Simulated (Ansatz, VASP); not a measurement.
**Two plane-wave programs on CdHg3S4**

```
Cd Hg S
1.0
     4.22857    0.00000    0.00000
     0.00000    4.22857    0.00000
     0.00000    0.00000   11.93449
Cd Hg S
1 3 4
Direct
  0.50000 0.50000 0.00000
  0.00000 0.00000 0.75168
  0.00000 0.00000 0.24832
  0.50000 0.50000 0.50000
  0.50000 0.00000 0.12234
  0.00000 0.50000 0.37418
  0.50000 0.00000 0.62582
  0.00000 0.50000 0.87766
```

Alike in both runs: functional PBE; k mesh 10 × 10 × 4; occupations fermi-dirac, width 0.15 eV; no spin polarisation.

Ansatz relaxed the structure, and its values are those at the end. VASP's run is a single point on that final structure, the one shown.

```csv
,VASP,Ansatz
version,VASP 6.6.1,Ansatz 0.2.0
potentials or method,"VASP PAW PBE potentials, release 64 (Cd, Hg, S), cutoff 520 eV","scalar-relativistic, plane waves, PAW"
valence electrons in the cell,72,104
```

VASP gave:

```
gap on the k mesh at the Fermi level (eV) : none
pressure (GPa)                            : 0.2
```

Task: What did Ansatz give for the same quantities?

Result: gap on the k mesh at the Fermi level (eV): none; pressure (GPa): 0.0.

A gap of «none» marks a metal or a gap that the smearing closes. The functional is the same, so the differences come from potentials, cutoffs and numerics. VASP's potentials hold 72 valence electrons a cell and Ansatz's 104, so a difference there can come from the potentials and not from the codes.

Spin-orbit coupling is off throughout.
